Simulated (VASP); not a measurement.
Set up this calculation in VASP 6.6.1, as the native input.

| Quantity | Value |
| --- | --- |
| Task | single point |
| Functional | r2SCAN |
| Potentials or basis | VASP PAW PBE potentials, release 64 (Rb_sv, Br) |
| Cutoff | 520 eV |
| k mesh | 3 × 3 × 3, shifted |
| Occupations | fermi-dirac, width 0.1 eV |
| Spin | no spin polarisation |
| Dipole correction | no |
| Further INCAR settings | ALGO = Normal; EDIFF = 1e-06; NBANDS = 42 |

RbBr:

```
CELL_PARAMETERS angstrom
-6.91495 0.04411 -0.05931
0.05931 0.01026 6.91516
3.44302 6.91337 3.49749
ATOMIC_POSITIONS crystal
Rb 0.00533 0.98386 0.01054
Rb 0.46648 0.52070 0.98305
Rb 0.76482 0.73562 0.50105
Rb 0.23655 0.25703 0.49223
Br 0.74410 0.26534 0.47605
Br 0.24402 0.75473 0.50001
Br 0.99381 0.51907 0.99318
Br 0.50648 0.98937 0.00931
```

One way to write it, as run:

POSCAR

```
RbBr
1.0
   -6.9149520000      0.0441120000     -0.0593070000
    0.0593070000      0.0102590000      6.9151640000
    3.4430180000      6.9133690000      3.4974950000
Rb Br
4 4
Direct
    0.0053270000      0.9838620000      0.0105380000
    0.4664840000      0.5206970000      0.9830510000
    0.7648240000      0.7356240000      0.5010490000
    0.2365550000      0.2570270000      0.4922330000
    0.7440970000      0.2653430000      0.4760470000
    0.2440170000      0.7547280000      0.5000050000
    0.9938070000      0.5190740000      0.9931850000
    0.5064760000      0.9893660000      0.0093080000
```

INCAR.step1

```
SYSTEM = RbBr
PREC     = Accurate       ! precision mode
ENCUT    = 520            ! plane-wave cutoff, eV
ISMEAR   = -1             ! smearing method
SIGMA    = 0.1            ! smearing width, eV
LREAL    = .False.        ! projectors in reciprocal space
LASPH    = .True.         ! aspherical terms in the spheres
NELM     = 80             ! most SCF steps
NBANDS   = 42             ! bands
GGA      = PE             ! functional
ALGO     = Normal         ! electronic algorithm
EDIFF    = 1E-4           ! SCF threshold, eV
LWAVE    = .True.         ! write WAVECAR
LCHARG   = .False.        ! write CHGCAR
```

INCAR.step2

```
SYSTEM = RbBr
PREC     = Accurate       ! precision mode
ENCUT    = 520            ! plane-wave cutoff, eV
EDIFF    = 1E-6           ! SCF threshold, eV
ISMEAR   = -1             ! smearing method
SIGMA    = 0.1            ! smearing width, eV
LREAL    = .False.        ! projectors in reciprocal space
LASPH    = .True.         ! aspherical terms in the spheres
NELM     = 80             ! most SCF steps
ALGO     = Normal         ! electronic algorithm
ISIF     = 2              ! what is computed and relaxed
LWAVE    = .False.        ! write WAVECAR
LCHARG   = .False.        ! write CHGCAR
METAGGA  = R2SCAN         ! meta-GGA
LMIXTAU  = .True.       
NBANDS   = 42             ! bands
ISTART   = 1
```

KPOINTS

```
Automatic mesh
0
Gamma
  3 3 3
  0.5 0.5 0
```

Potentials or basis: VASP PAW PBE potentials, release 64 (Rb_sv, Br).

The run is started by

```bash
$ cat potpaw_PBE.64/Rb_sv/POTCAR potpaw_PBE.64/Br/POTCAR > POTCAR
$ cp INCAR.step1 INCAR
$ mpirun -np 1 vasp_std > vasp.out
$ cp INCAR.step2 INCAR
$ mpirun -np 1 vasp_std > vasp.out
```

It gave:

```yaml
Pressure: 0.3 GPa
Largest_force: 0.339 eV/Å
Band_gap_on_the_k_mesh: 5.33 eV
```

Caveat: the PAW data sets were made with another functional, which shifts forces and pressure a little; a shifted mesh leaves out Γ, where band edges can lie.

It took 11 min on 1 thread of AMD EPYC 7R13 Processor (Zen 3) (shared host), peak memory 0.52 GiB.
